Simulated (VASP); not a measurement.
Li3H2:

```
Li H
1.0
    -1.38839    1.38839    6.23543
     1.38839   -1.38839    6.23543
     1.38839    1.38839   -6.23543
Li H
3 2
Direct
  0.40000 0.40000 0.00000
  0.60000 0.60000 0.00000
  0.00000 0.00000 0.00000
  0.20000 0.20000 0.00000
  0.80000 0.80000 0.00000
```

The cell was generated, and may not be a known phase.

| Item | Value |
| --- | --- |
| Program | VASP 6.6.1 |
| Task | relaxation of cell and atoms |
| Functional | PBE |
| Potentials or basis | VASP PAW PBE potentials, release 64 (Li_sv, H) |
| Cutoff | 600 eV |
| k mesh | 8 × 8 × 8 |
| Occupations | gaussian, width 0.1 eV |
| Spin | no spin polarisation |

At the start: pressure 6.9 GPa; volume 9.62 Å³/atom.

Where does the relaxation end?

Over 11 steps the energy falls by 728.2 meV/atom and the volume is 9.87 Å³/atom (+2.6 %); space group I4/mmm (No. 139, to 0.1 Å) before and after.

The path:
```csv
step,energy change (eV),largest force (eV/Å),pressure (GPa),volume (Å³)
1,0.0000,3.2534,6.94,48.08
2,-1.2239,2.4913,2.34,51.02
3,-3.1526,0.8541,-3.99,60.30
4,-3.2939,0.3833,-4.61,63.29
5,-3.2975,0.3239,-4.66,63.66
6,-3.4829,0.1735,-3.15,58.28
7,-3.5761,0.2192,-0.89,52.74
8,-3.5789,0.2906,-0.36,51.72
9,-3.6242,0.1428,-0.13,50.60
10,-3.6408,0.0193,0.34,49.46
11,-3.6409,0.0067,0.41,49.33
```

Final structure:
```yaml
crystal:
  lattice:
    - [-1.41978, 1.41978, 6.11762]
    - [1.41978, -1.41978, 6.11762]
    - [1.41978, 1.41978, -6.11762]
  atoms:
    - { symbol: Li, position: [0.33035, 0.33035, 0.00000] }
    - { symbol: Li, position: [0.66965, 0.66965, 0.00000] }
    - { symbol: Li, position: [0.00000, 0.00000, 0.00000] }
    - { symbol: H, position: [0.16512, 0.16512, 0.00000] }
    - { symbol: H, position: [0.83488, 0.83488, 0.00000] }
```

Caveat: the cutoff is under 1.25 times the usual one of these potentials, so pressure, stress and relaxed cells hold a basis-set (Pulay) error.
